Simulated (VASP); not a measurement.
# Ti (P6/mmm) in VASP: single point with PBEsol

Aim: the single point of Ti with PBEsol.

Program: VASP 6.6.1. These are calculated values, not measurements. Logs are shortened: lines on timing, memory, paths and dates and some standing lists are left out, and cuts for length are marked.

## 1. The cell of the first run

The structure is hexagonal, space group P6/mmm (No. 191). Conventional cell: a = 4.515 Å, b = 4.515 Å, c = 2.799 Å, α = 90.00°, β = 90.00°, γ = 120.00°. Within 3.7 Å of Ti (site symmetry 6/mmm) lie 14 Ti at 2.80 to 2.96 Å. Within 3.4 Å of Ti (site symmetry -6m2) lie 11 Ti at 2.61 to 2.96 Å.

This isn't the form of Ti at room conditions, which is hcp.

## 2. Single point, PBEsol

INCAR reads:

```
ALGO = All ; EDIFF = 1E-6
ENCUT = 550 ; GGA = PS
GGA_COMPAT = False ; ISEARCH = 1
ISIF = 2 ; ISMEAR = 0
KPAR = 4 ; LASPH = True
LCHARG = True ; LREAL = False
LVHAR = True ; LWAVE = False
NBANDS = 25 ; NELM = 300
PREC = Accurate ; SIGMA = 0.1
```

KPOINTS reads:

```
k-points
0
Gamma
  12 12 14
```

POSCAR reads:

```
Ti
1.0
    4.5154751427      0.0000000000      0.0000000000
   -2.2577375713      3.9105161837      0.0000000000
    0.0000000000      0.0000000000      2.7986768083
Ti
3
Direct
    0.0000000000      0.0000000000      0.0000000000
    0.3333333333      0.6666666667      0.5000000000
    0.6666666667      0.3333333333      0.5000000000
```

Potentials or basis: VASP PAW PBE potentials, release 64 (Ti_sv).

Launch:

```console
> cat potpaw_PBE.64/Ti_sv/POTCAR > POTCAR
> mpirun -np 4 vasp_std > vasp.out
```

OUTCAR:

```text
EDIFF = 1E-6
   ENCUT = 550
   GGA = PS
   ISIF = 2
   ISMEAR = 0
   LASPH = True
   LREAL = False
   NELM = 300
   PREC = Accurate

 ion  position               nearest neighbor table
   1  0.000  0.000  0.000-
   2  0.333  0.667  0.500-   3 2.61   3 2.61   3 2.61
   3  0.667  0.333  0.500-   2 2.61   2 2.61   2 2.61

  LATTYP: Found a hexagonal cell.
 ALAT       =     4.5154751427
 C/A-ratio  =     0.6197967478

  Lattice vectors:

 A1 = (   4.5154751427,   0.0000000000,   0.0000000000)
 A2 = (  -2.2577375713,   3.9105161837,   0.0000000000)
 A3 = (   0.0000000000,   0.0000000000,   2.7986768083)

Analysis of symmetry for initial positions (statically):
=====================================================================
 Subroutine PRICEL returns:
 Original cell was already a primitive cell.

 Routine SETGRP: Setting up the symmetry group for a
 hexagonal supercell.

 Subroutine GETGRP returns: Found 24 space group operations
 (whereof 24 operations were pure point group operations)
 out of a pool of 24 trial point group operations.

The static configuration has the point symmetry D_6h.

Analysis of symmetry for dynamics (positions and initial velocities):
=====================================================================
 Subroutine PRICEL returns:
 Original cell was already a primitive cell.

 Routine SETGRP: Setting up the symmetry group for a
 hexagonal supercell.

 Subroutine GETGRP returns: Found 24 space group operations
 (whereof 24 operations were pure point group operations)
 out of a pool of 24 trial point group operations.

The dynamic configuration has the point symmetry D_6h.

 Subroutine INISYM returns: Found 24 space group operations
 (whereof 24 operations are pure point group operations),
 and found     1 'primitive' translations

----------------------------------------------------------------------------------------

                                     Primitive cell

  volume of cell :      49.4186

  direct lattice vectors                    reciprocal lattice vectors
     4.515475143  0.000000000  0.000000000     0.221460637  0.127860358  0.000000000
    -2.257737571  3.910516184  0.000000000     0.000000000  0.255720716  0.000000000
     0.000000000  0.000000000  2.798676808     0.000000000  0.000000000  0.357311711

  length of vectors
     4.515475143  4.515475143  2.798676808     0.255720716  0.255720716  0.357311711

  position of ions in fractional coordinates (direct lattice)
     0.000000000  0.000000000  0.000000000
     0.333333333  0.666666667  0.500000000
     0.666666667  0.333333333  0.500000000

  ion indices of the primitive-cell ions
   primitive index   ion index
                 1           1
                 2           2
                 3           3

----------------------------------------------------------------------------------------

 KPOINTS: k-points

Automatic generation of k-mesh.
 Grid dimensions read from file:
 generate k-points for:   12   12   14

 Generating k-lattice:

  Cartesian coordinates                     Fractional coordinates (reciprocal lattice)
     0.018455053  0.010655030  0.000000000     0.083333333  0.000000000  0.000000000
     0.000000000  0.021310060  0.000000000     0.000000000  0.083333333  0.000000000
     0.000000000  0.000000000  0.025522265     0.000000000  0.000000000  0.071428571

  Length of vectors
     0.021310060  0.021310060  0.025522265

  Shift w.r.t. Gamma in fractional coordinates (k-lattice)
     0.000000000  0.000000000  0.000000000

 Subroutine IBZKPT returns following result:
 ===========================================

 Found    152 irreducible k-points:

 Following reciprocal coordinates:
            Coordinates               Weight
  0.000000  0.000000  0.000000      1.000000
  0.083333  0.000000  0.000000      6.000000
  0.166667  0.000000  0.000000      6.000000
  0.250000  0.000000  0.000000      6.000000
  0.333333  0.000000  0.000000      6.000000
  0.416667  0.000000  0.000000      6.000000
[... 16 lines left out ...]
  0.250000  0.000000  0.071429     12.000000
  0.333333  0.000000  0.071429     12.000000
 [... further k-points ...]
   k-points           NKPTS =    152   k-points in BZ     NKDIM =    152   number of bands    NBANDS=     25
   number of dos      NEDOS =    301   number of ions     NIONS =      3
   total plane-waves  NPLWV =  31104
   dimension x,y,z NGX =    36 NGY =   36 NGZ =   24
   dimension x,y,z NGXF=    72 NGYF=   72 NGZF=   48
   ions per type =               3
   NGX,Y,Z   is equivalent  to a cutoff of  13.25, 13.25, 14.26 a.u.
   NGXF,Y,Z  is equivalent  to a cutoff of  26.51, 26.51, 28.51 a.u.
 SYSTEM =  unknown system
   PREC   = accura    normal or accurate (medium, high low for compatibility)
   ISTART =      0    job   : 0-new  1-cont  2-samecut
   ICHARG =      2    charge: 1-file 2-atom 10-const
   ISPIN  =      1    spin polarized calculation?
   LNONCOLLINEAR =      F non collinear calculations
   LSORBIT =      F    spin-orbit coupling
   LASPH  =      T    aspherical Exc in radial PAW
   ENCUT  =  550.0 eV  40.42 Ry    6.36 a.u.   8.63  8.63  5.35*2*pi/ulx,y,z
   NELM   =    300;   NELMIN=  2; NELMDL= -5     # of ELM steps
   EDIFF  = 0.1E-05   stopping-criterion for ELM
   LREAL  =      F    real-space projection
   EDIFFG = 0.1E-04   stopping-criterion for IOM
   NSW    =      0    number of steps for IOM
   IBRION =     -1    ionic relax: 0-MD 1-quasi-New 2-CG
   NFREE  =      0    steps in history (QN), initial steepest desc. (CG)
   ISIF   =      2    stress and relaxation
   ISYM   =      2    0-nonsym 1-usesym 2-fastsym
   POTIM  = 0.5000    time-step for ionic-motion
   TEBEG  =    0.0;   TEEND  =   0.0 temperature during run
   PSTRESS=    0.0 pullay stress
   NELECT =      36.0000    total number of electrons
   NUPDOWN=      -1.0000    fix difference up-down
   EMIN   =  10.00;   EMAX   =-10.00  energy-range for DOS
   EFERMI =   0.00;   METHOD = LEGACY
   ISMEAR =     0;   SIGMA  =   0.10  broadening in eV -4-tet -1-fermi 0-gaus
   EFERMI_NEDOS =   21; number of points for ismear=-14 and -15
   IALGO  =     58    algorithm
   IMIX   =      4    mixing-type and parameters
     AMIX     =   0.40;   BMIX     =  1.00
     AMIX_MAG =   1.60;   BMIX_MAG =  1.00
  volume/ion in A,a.u.               =      16.47       111.16
  Fermi-wavevector in a.u.,A,eV,Ry     =   1.473032  2.783627 29.522245  2.169824
  Thomas-Fermi vector in A             =   2.587975
   LORBIT       =      0    0 simple, 1 ext, 2 COOP (PROOUT), +10 PAW based schemes
   GGA     = PS    functional components
   LHFCALC =     F    Hartree Fock is set to
   AEXX    =    0.0000 exact exchange contribution
   IVDW    =     0    specifies the selected vdW correction
   LEPSILON=     F    determine dielectric tensor
   LRPA    =     F    only Hartree local field effects (RPA)
 non-spin polarized calculation
 Gauss-broadening in eV      SIGMA  =   0.10
  energy-cutoff  :      550.00
  volume of cell :       49.42
 maximum number of plane-waves:      1464
 NGX is ok and might be reduce to    36
   NGX = 17   NGY = 17   NGZ = 11

 number of electron      36.0000008 magnetization

 Free energy of the ion-electron system (eV)
  ---------------------------------------------------
  ext. energy  EPLUGINS =         0.00000000
  ---------------------------------------------------
  free energy    TOTEN  =       -25.06469176 eV

  energy without entropy =      -25.05107122  energy(sigma->0) =      -25.05788149

 E-fermi :   8.6587     XC(G=0): -11.8906

 val. band max:        8.6524804683   @ k =   0.4167   0.0000   0.1429
 cond. band min:       8.6770717485   @ k =   0.3333   0.0833   0.0000
 fundamental gap:      0.0245912802
 Fermi energy:         8.6587491758

 k-point     1 :       0.0000    0.0000    0.0000
  band No.  band energies     occupation
      1     -47.9248      2.00000
      2     -47.6600      2.00000
      3     -47.4708      2.00000
      4     -24.3546      2.00000
      5     -24.3546      2.00000
      6     -24.2654      2.00000
[... 17 lines left out ...]
     24      10.6192      0.00000
     25      10.6326      0.00000

 k-point     2 :       0.0833    0.0000    0.0000
  band No.  band energies     occupation
      1     -47.9234      2.00000
      2     -47.6583      2.00000
      3     -47.4740      2.00000
      4     -24.3876      2.00000
      5     -24.3816      2.00000
      6     -24.2317      2.00000
[... 17 lines left out ...]
     24      10.3621      0.00000
     25      10.8696      0.00000

 k-point     3 :       0.1667    0.0000    0.0000
  band No.  band energies     occupation
      1     -47.9197      2.00000
      2     -47.6530      2.00000
      3     -47.4834      2.00000
      4     -24.4402      2.00000
      5     -24.4091      2.00000
      6     -24.1774      2.00000
[... 17 lines left out ...]
     24      10.2473      0.00000
     25      11.1345      0.00000

 k-point     4 :       0.2500    0.0000    0.0000
  band No.  band energies     occupation
      1     -47.9148      2.00000
      2     -47.6439      2.00000
      3     -47.4979      2.00000
      4     -24.4881      2.00000
      5     -24.4116      2.00000
      6     -24.1270      2.00000
[... 17 lines left out ...]
     24      10.5160      0.00000
     25      11.5578      0.00000
[... 477 lines left out ...]
 k-point    22 :       0.1667    0.0000    0.0714
  band No.  band energies     occupation
      1     -47.9159      2.00000
      2     -47.6505      2.00000
      3     -47.4804      2.00000
      4     -24.4329      2.00000
      5     -24.4031      2.00000
      6     -24.1762      2.00000
[... 17 lines left out ...]
     24      10.2865      0.00000
     25      11.2226      0.00000

 k-point    23 :       0.2500    0.0000    0.0714
  band No.  band energies     occupation
      1     -47.9112      2.00000
      2     -47.6412      2.00000
      3     -47.4949      2.00000
      4     -24.4799      2.00000
      5     -24.4063      2.00000
      6     -24.1274      2.00000
[... 17 lines left out ...]
     24      10.4977      0.00000
     25      11.5262      0.00000

 k-point    24 :       0.3333    0.0000    0.0714
  band No.  band energies     occupation
      1     -47.9067      2.00000
      2     -47.6286      2.00000
      3     -47.5125      2.00000
      4     -24.5165      2.00000
      5     -24.3836      2.00000
      6     -24.0889      2.00000
[... 17 lines left out ...]
     24      10.8259      0.00000
     25      11.4381      0.00000

 [... further k-points ...]
[... 5 lines left out ...]
  --------------------------------------------------------------------------------------
  -------------------------------------------------------------------------------------
  Total       -0.0898891     -0.0898891     -0.0608329     -0.0000000      0.0000000      0.0000000
  in kB       -2.9142537     -2.9142537     -1.9722343     -0.0000000      0.0000000      0.0000000
  external PRESSURE =      -2.6002472 kB  Pullay stress =       0.0000000 kB

 VOLUME and BASIS-vectors are now :
 -----------------------------------------------------------------------------
  energy-cutoff  :      550.00
  volume of cell :       49.42
      direct lattice vectors                 reciprocal lattice vectors
     4.515475143  0.000000000  0.000000000     0.221460637  0.127860358  0.000000000
    -2.257737571  3.910516184  0.000000000     0.000000000  0.255720716  0.000000000
     0.000000000  0.000000000  2.798676808     0.000000000  0.000000000  0.357311711

 POSITION                                       TOTAL-FORCE (eV/Angst)
 -----------------------------------------------------------------------------------
      0.00000      0.00000      0.00000        -0.000000      0.000000      0.000000
     -0.00000      2.60701      1.39934         0.000000      0.000000      0.000000
      2.25774      1.30351      1.39934        -0.000000     -0.000000      0.000000
 -----------------------------------------------------------------------------------
    total drift:                                0.000000      0.000000     -0.000000

  FREE ENERGIE OF THE ION-ELECTRON SYSTEM (eV)
  ---------------------------------------------------
  free  energy   TOTEN  =       -25.0646917630 eV

  energy  without entropy=      -25.0510741277  energy(sigma->0) =      -25.05788295
```

Wall time 75 s (4 MPI ranks of Intel Xeon Platinum 8488C (Sapphire Rapids), shared host); peak memory 0.44 GiB.

What came out:

```
Free energy            : -25.0647 eV
Pressure               : -0.3 GPa
Band gap on the k mesh : zero (bands 18 and 19 overlap by 0.34 eV)
```

Stress tensor (GPa, compression positive):
```
-0.29  0.00  0.00
 0.00 -0.29  0.00
 0.00  0.00 -0.20
```

Caveat: the PAW data sets were made with another functional, which shifts forces and pressure a little.

The gap in the log of VASP goes by the Fermi energy; the results here count the filled bands.